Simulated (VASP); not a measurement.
# Sr (Im-3m) in VASP: density of states with PBEsol

Aim: the density of states of Sr with PBEsol.

Everything below comes from runs of VASP 6.6.1. Logs are shortened: lines on timing, memory, paths and dates and some standing lists are left out, and cuts for length are marked.

## Step 1: The cell of the first run

The structure is cubic, space group Im-3m (No. 229). Conventional cell: a = 4.870 Å, b = 4.870 Å, c = 4.870 Å, α = 90.00°, β = 90.00°, γ = 90.00°. Within 5.5 Å of Sr (site symmetry m-3m) lie 14 Sr at 4.22 to 4.87 Å.

## Step 2: Density of states, PBEsol

Input file POSCAR:

```
Sr
1.0
    4.2175440000      0.0000000000      0.0000000000
   -1.4058479560      3.9763386320      0.0000000000
   -1.4058479560     -1.9881692226      3.4436103233
Sr
1
Direct
    0.0000000000      0.0000000000      0.0000000000
```

Input file INCAR.step1:

```
ALGO     = Normal         # electronic algorithm
EDIFF    = 1E-6           # SCF threshold, eV
ENCUT    = 520            # plane-wave cutoff, eV
GGA      = PS             # functional
ISIF     = 2              # what is computed and relaxed
ISMEAR   = -1             # smearing method
LASPH    = True           # aspherical terms in the spheres
LCHARG   = True           # write CHGCAR
LREAL    = False          # projectors in reciprocal space
LWAVE    = False          # write WAVECAR
NBANDS   = 11             # bands
NELM     = 60             # most SCF steps
PREC     = Accurate       # precision mode
SIGMA    = 0.15           # smearing width, eV
```

Input file KPOINTS.step1:

```
k-points
0
Gamma
  7 7 7
```

Input file INCAR.step2:

```
ALGO     = Normal         # electronic algorithm
EDIFF    = 1E-6           # SCF threshold, eV
ENCUT    = 520            # plane-wave cutoff, eV
GGA      = PS             # functional
ICHARG   = 11             # starting density
ISIF     = 2              # what is computed and relaxed
ISMEAR   = -5             # smearing method
LASPH    = True           # aspherical terms in the spheres
LCHARG   = False          # write CHGCAR
LORBIT   = 11             # projections on sites
LREAL    = False          # projectors in reciprocal space
LWAVE    = False          # write WAVECAR
NBANDS   = 11             # bands
NEDOS    = 1001           # points of the DOS
NELM     = 60             # most SCF steps
PREC     = Accurate       # precision mode
SIGMA    = 0.15           # smearing width, eV
```

Input file KPOINTS.step2:

```
k-points
0
Gamma
  11 11 11
```

Potentials or basis: VASP PAW PBE potentials, release 64 (Sr_sv).

Launch:

```
$ cat potpaw_PBE.64/Sr_sv/POTCAR > POTCAR
$ cp INCAR.step1 INCAR
$ cp KPOINTS.step1 KPOINTS
$ mpirun -np 1 vasp_std > vasp.out
$ cp INCAR.step2 INCAR
$ cp KPOINTS.step2 KPOINTS
$ mpirun -np 1 vasp_std > vasp.out
```

OUTCAR:

```text
EDIFF = 1E-6
   ENCUT = 520
   GGA = PS
   ICHARG = 11
   ISIF = 2
   ISMEAR = -5
   LASPH = True
   LORBIT = 11
   LREAL = False
   NELM = 60
   PREC = Accurate

 ion  position               nearest neighbor table
   1  0.000  0.000  0.000-

  LATTYP: Found a body centered cubic cell.
 ALAT       =     4.8700003274

  Lattice vectors:

 A1 = (   4.2175440000,   0.0000000000,   0.0000000000)
 A2 = (  -1.4058479560,   3.9763386320,   0.0000000000)
 A3 = (  -1.4058479560,  -1.9881692226,   3.4436103233)

Analysis of symmetry for initial positions (statically):
=====================================================================
 Subroutine PRICEL returns:
 Original cell was already a primitive cell.

 Routine SETGRP: Setting up the symmetry group for a
 body centered cubic supercell.

 Subroutine GETGRP returns: Found 48 space group operations
[... 9 lines left out ...]

 Routine SETGRP: Setting up the symmetry group for a
 body centered cubic supercell.

 Subroutine GETGRP returns: Found 48 space group operations
[... 11 lines left out ...]
                                     Primitive cell

  volume of cell :      57.7507

  direct lattice vectors                    reciprocal lattice vectors
     4.217544000  0.000000000  0.000000000     0.237104817  0.083829209  0.145196445
    -1.405847956  3.976338632  0.000000000     0.000000000  0.251487635  0.145196445
    -1.405847956 -1.988169223  3.443610323     0.000000000  0.000000000  0.290392903

  length of vectors
     4.217544000  4.217544000  4.217544000     0.290392903  0.290392903  0.290392903

  position of ions in fractional coordinates (direct lattice)
     0.000000000  0.000000000  0.000000000

  ion indices of the primitive-cell ions
   primitive index   ion index
                 1           1

----------------------------------------------------------------------------------------

 KPOINTS: k-points

Automatic generation of k-mesh.
 Grid dimensions read from file:
 generate k-points for:   11   11   11

 Generating k-lattice:

  Cartesian coordinates                     Fractional coordinates (reciprocal lattice)
     0.021554983  0.007620837  0.013199677     0.090909091  0.000000000 -0.000000000
     0.000000000  0.022862512  0.013199677     0.000000000  0.090909091  0.000000000
     0.000000000  0.000000000  0.026399355     0.000000000  0.000000000  0.090909091

  Length of vectors
     0.026399355  0.026399355  0.026399355

  Shift w.r.t. Gamma in fractional coordinates (k-lattice)
     0.000000000  0.000000000  0.000000000

 TETIRR: Found   1471 inequivalent tetrahedra from     7986

 Subroutine IBZKPT returns following result:
 ===========================================

 Found     56 irreducible k-points:

 Following reciprocal coordinates:
            Coordinates               Weight
  0.000000  0.000000  0.000000      1.000000
  0.090909 -0.000000  0.000000     12.000000
  0.181818 -0.000000  0.000000     12.000000
  0.272727 -0.000000  0.000000     12.000000
  0.363636 -0.000000  0.000000     12.000000
  0.454545 -0.000000  0.000000     12.000000
[... 16 lines left out ...]
  0.272727  0.181818  0.090909     48.000000
  0.363636  0.181818  0.090909     24.000000
 [... further k-points ...]
   k-points           NKPTS =     56   k-points in BZ     NKDIM =     56   number of bands    NBANDS=     11
   number of dos      NEDOS =   1001   number of ions     NIONS =      1
   total plane-waves  NPLWV =  32768
   dimension x,y,z NGX =    32 NGY =   32 NGZ =   32
   dimension x,y,z NGXF=    64 NGYF=   64 NGZF=   64
   ions per type =               1
   NGX,Y,Z   is equivalent  to a cutoff of  12.61, 12.61, 12.61 a.u.
   NGXF,Y,Z  is equivalent  to a cutoff of  25.23, 25.23, 25.23 a.u.
 SYSTEM =  unknown system
   PREC   = accura    normal or accurate (medium, high low for compatibility)
   ISTART =      0    job   : 0-new  1-cont  2-samecut
   ICHARG =     11    charge: 1-file 2-atom 10-const
   ISPIN  =      1    spin polarized calculation?
   LNONCOLLINEAR =      F non collinear calculations
   LSORBIT =      F    spin-orbit coupling
   LASPH  =      T    aspherical Exc in radial PAW
   ENCUT  =  520.0 eV  38.22 Ry    6.18 a.u.   7.84  7.84  7.84*2*pi/ulx,y,z
   NELM   =     60;   NELMIN=  2; NELMDL=  0     # of ELM steps
   EDIFF  = 0.1E-05   stopping-criterion for ELM
   LREAL  =      F    real-space projection
   EDIFFG = 0.1E-04   stopping-criterion for IOM
   NSW    =      0    number of steps for IOM
   IBRION =     -1    ionic relax: 0-MD 1-quasi-New 2-CG
   NFREE  =      0    steps in history (QN), initial steepest desc. (CG)
   ISIF   =      2    stress and relaxation
   ISYM   =      2    0-nonsym 1-usesym 2-fastsym
   POTIM  = 0.5000    time-step for ionic-motion
   TEBEG  =    0.0;   TEEND  =   0.0 temperature during run
   PSTRESS=    0.0 pullay stress
   NELECT =      10.0000    total number of electrons
   NUPDOWN=      -1.0000    fix difference up-down
   EMIN   =  10.00;   EMAX   =-10.00  energy-range for DOS
   EFERMI =   0.00;   METHOD = LEGACY
   ISMEAR =    -5;   SIGMA  =   0.15  broadening in eV -4-tet -1-fermi 0-gaus
   EFERMI_NEDOS =   21; number of points for ismear=-14 and -15
   IALGO  =     38    algorithm
   IMIX   =      4    mixing-type and parameters
     AMIX     =   0.40;   BMIX     =  1.00
     AMIX_MAG =   1.60;   BMIX_MAG =  1.00
  volume/ion in A,a.u.               =      57.75       389.72
  Fermi-wavevector in a.u.,A,eV,Ry     =   0.912478  1.724334 11.328435  0.832616
  Thomas-Fermi vector in A             =   2.036879
   LORBIT       =     11    0 simple, 1 ext, 2 COOP (PROOUT), +10 PAW based schemes
   GGA     = PS    functional components
   LHFCALC =     F    Hartree Fock is set to
   AEXX    =    0.0000 exact exchange contribution
   IVDW    =     0    specifies the selected vdW correction
   LEPSILON=     F    determine dielectric tensor
   LRPA    =     F    only Hartree local field effects (RPA)
 non-spin polarized calculation
 Fermi weights with tetrahedron method with Bloechl corrections
  energy-cutoff  :      520.00
  volume of cell :       57.75
 maximum number of plane-waves:      1565

 number of electron      10.0000000 magnetization

 Free energy of the ion-electron system (eV)
  ---------------------------------------------------
  ext. energy  EPLUGINS =         0.00000000
  ---------------------------------------------------
  free energy    TOTEN  =        -1.80804879 eV

  energy without entropy =       -1.80804879  energy(sigma->0) =       -1.80804879

 E-fermi :   1.3584     XC(G=0):  -7.2809

 val. band max:        1.5178353689   @ k =  -0.3636  -0.3636   0.0909
 cond. band min:       1.3956229643   @ k =  -0.4545  -0.4545   0.1818
 fundamental gap:     -0.1222124046
 Fermi energy:         1.3584393565

 k-point     1 :       0.0000    0.0000    0.0000
  band No.  band energies     occupation
      1     -35.3012      2.00000
      2     -17.2080      2.00000
      3     -17.2080      2.00000
      4     -17.2080      2.00000
      5      -2.2406      2.00000
      6       3.6362      0.00000
      7       3.6362      0.00000
      8       3.6362      0.00000
      9       4.9195      0.00000
     10       4.9195      0.00000
     11       9.2442      0.00000

 k-point     2 :       0.0909   -0.0000    0.0000
  band No.  band energies     occupation
      1     -35.3002      2.00000
      2     -17.2217      2.00000
      3     -17.2125      2.00000
      4     -17.2079      2.00000
      5      -2.1061      2.00000
      6       3.5190      0.00000
      7       3.5498      0.00000
      8       3.7651      0.00000
      9       4.7540      0.00000
     10       4.9135      0.00000
     11       9.3753      0.00000

 k-point     3 :       0.1818   -0.0000    0.0000
  band No.  band energies     occupation
      1     -35.2976      2.00000
      2     -17.2582      2.00000
      3     -17.2247      2.00000
      4     -17.2079      2.00000
      5      -1.7167      2.00000
      6       3.1799      0.00000
      7       3.2405      0.00000
      8       4.1457      0.00000
      9       4.6220      0.00000
     10       4.9243      0.00000
     11       9.4126      0.00000

 k-point     4 :       0.2727   -0.0000    0.0000
  band No.  band energies     occupation
      1     -35.2942      2.00000
      2     -17.3053      2.00000
      3     -17.2405      2.00000
      4     -17.2078      2.00000
      5      -1.1177      2.00000
      6       2.6072      0.00000
      7       2.9323      0.00000
      8       4.7074      0.00000
      9       4.7573      0.00000
     10       5.0033      0.00000
     11       8.5691      0.00000

 k-point     5 :       0.3636   -0.0000    0.0000
  band No.  band energies     occupation
      1     -35.2911      2.00000
      2     -17.3479      2.00000
      3     -17.2550      2.00000
      4     -17.2078      2.00000
      5      -0.3999      2.00000
      6       2.0466      0.00000
      7       2.6878      0.00000
      8       4.7863      0.00000
      9       5.1673      0.00000
     10       5.5514      0.00000
     11       7.5347      0.00000
[... 211 lines left out ...]
 k-point    21 :      -0.0909    0.0909    0.0909
  band No.  band energies     occupation
      1     -35.2993      2.00000
      2     -17.2256      2.00000
      3     -17.2171      2.00000
      4     -17.2171      2.00000
      5      -1.9733      2.00000
      6       3.5216      0.00000
      7       3.5216      0.00000
      8       3.7824      0.00000
      9       4.3721      0.00000
     10       5.0971      0.00000
     11       9.7539      0.00000

 k-point    22 :       0.1818    0.1818    0.0909
  band No.  band energies     occupation
      1     -35.2909      2.00000
      2     -17.3377      2.00000
      3     -17.2498      2.00000
      4     -17.2292      2.00000
      5      -0.2340      2.00000
      6       2.1620      0.00000
      7       2.3336      0.00000
      8       4.9941      0.00000
      9       5.2312      0.00000
     10       5.5976      0.00000
     11       7.0778      0.00000

 k-point    23 :       0.2727    0.1818    0.0909
  band No.  band energies     occupation
      1     -35.2891      2.00000
      2     -17.3454      2.00000
      3     -17.2723      2.00000
      4     -17.2329      2.00000
      5       0.4928      2.00421
      6       1.8027      0.00000
      7       2.1467      0.00000
      8       5.0055      0.00000
      9       5.2790      0.00000
     10       5.6489      0.00000
     11       6.7786      0.00000

 k-point    24 :       0.3636    0.1818    0.0909
  band No.  band energies     occupation
      1     -35.2885      2.00000
      2     -17.3455      2.00000
      3     -17.2838      2.00000
      4     -17.2339      2.00000
      5       0.9783      2.01421
      6       1.5062      0.00000
      7       2.0823      0.00000
      8       4.8079      0.00000
      9       5.3950      0.00000
     10       5.5169      0.00000
     11       6.9808      0.00000

 [... further k-points ...]

------------------------ aborting loop because EDIFF is reached ----------------------------------------

  FORCE on cell =-STRESS in cart. coord.  units (eV):
  Direction    XX          YY          ZZ          XY          YZ          ZX
  --------------------------------------------------------------------------------------
  -------------------------------------------------------------------------------------
  Total       -0.4409625     -0.4409625     -0.4409625     -0.0000000     -0.0000000     -0.0000000
  in kB      -12.2336270    -12.2336271    -12.2336275     -0.0000001     -0.0000003     -0.0000002
  external PRESSURE =     -12.2336272 kB  Pullay stress =       0.0000000 kB

 VOLUME and BASIS-vectors are now :
 -----------------------------------------------------------------------------
  energy-cutoff  :      520.00
  volume of cell :       57.75
      direct lattice vectors                 reciprocal lattice vectors
     4.217544000  0.000000000  0.000000000     0.237104817  0.083829209  0.145196445
    -1.405847956  3.976338632  0.000000000     0.000000000  0.251487635  0.145196445
    -1.405847956 -1.988169223  3.443610323     0.000000000  0.000000000  0.290392903

 POSITION                                       TOTAL-FORCE (eV/Angst)
 -----------------------------------------------------------------------------------
      0.00000      0.00000      0.00000        -0.000000     -0.000000      0.000000
 -----------------------------------------------------------------------------------
    total drift:                                0.000000     -0.000000      0.000000

  FREE ENERGIE OF THE ION-ELECTRON SYSTEM (eV)
  ---------------------------------------------------
  free  energy   TOTEN  =        -1.8080487877 eV

  energy  without entropy=       -1.8080487877  energy(sigma->0) =       -1.80804879

 total charge

# of ion       s       p       d       tot
------------------------------------------
    1        2.062   5.684   0.127   7.873
```

Wall time 12 s (1 thread of Intel Xeon 6975P-C (Granite Rapids), shared host); peak memory 0.18 GiB.

Results:

| Quantity | Value |
| --- | --- |
| Valence electrons inside the program's atomic spheres | Sr 7.87 |

Caveat: the PAW data sets were made with another functional, which shifts forces and pressure a little; tetrahedron occupations give inexact forces and stress in metals.
